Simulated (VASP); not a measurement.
Set up this calculation in VASP 6.6.1, as the native input.

```
Task                   : relaxation of cell and atoms
Functional             : PBE
Potentials or basis    : VASP PAW PBE potentials, release 64 (Al, H)
Cutoff                 : 600 eV
k mesh                 : 6 × 6 × 4
Occupations            : gaussian, width 0.1 eV
Spin                   : no spin polarisation
Dipole correction      : no
Further INCAR settings : ALGO = Normal; EDIFF = 1e-06; IBRION = 2; EDIFFG = -0.04; NSW = 90; ISIF = 3
```

The structure of AlH6 lies in POSCAR:

```
AlH6
1.0
    3.6191875100      0.0000000000      0.0000000000
    0.0000000000      3.6191875100      0.0000000000
    0.0000000000      0.0000000000      4.3489626400
Al H
1 6
Direct
    0.5000000000      0.5000000000      0.9304303900
    0.3173891300      0.0000000000      0.0865772100
    0.6826108700      0.0000000000      0.0865772100
    0.0000000000      0.3173891300      0.0865772100
    0.0000000000      0.6826108700      0.0865772100
    0.5000000000      0.0000000000      0.4822293600
    0.0000000000      0.5000000000      0.4822293600
```

The cell was built from a structure type or drawn by symmetry, and may not be a known phase.

These files were run (other wordings do the same):

INCAR

```
ALGO = Normal
EDIFF = 1E-6
EDIFFG = -0.04
ENCUT = 600
GGA = PE
IBRION = 2
ISIF = 3
ISMEAR = 0
LASPH = T
LCHARG = F
LREAL = F
LWAVE = F
NELM = 100
NSW = 90
PREC = Accurate
SIGMA = 0.1
```

KPOINTS

```
k-points
0
Gamma
  6 6 4
```

Potentials or basis: VASP PAW PBE potentials, release 64 (Al, H).

Launch:

```console
$ cat potpaw_PBE.64/Al/POTCAR potpaw_PBE.64/H/POTCAR > POTCAR
$ mpirun -np 1 vasp_std > vasp.out
```

Results of the run:

- Relaxed volume: 11.34 Å³/atom
- Relaxed cell: a = 3.515 Å, b = 3.515 Å, c = 6.421 Å, α = 90.00°, β = 90.00°, γ = 90.00°
- Space group after relaxing (to 0.1 Å): P4mm (No. 99)
- Pressure after relaxing: 0.2 GPa
- Largest force after relaxing: 0.031 eV/Å
- Band gap on the k mesh: zero (an odd number of electrons rules out a gap without spin polarisation)

Caveat: the k points lie up to 0.30 Å⁻¹ apart in the final cell, too coarse for converged energies and pressures of a metal; the volume moved by over 15 % at a fixed basis, so the end points are rough.

Wall time 13 min on 1 thread of Intel Xeon 8259CL (shared host), peak memory 0.19 GiB.
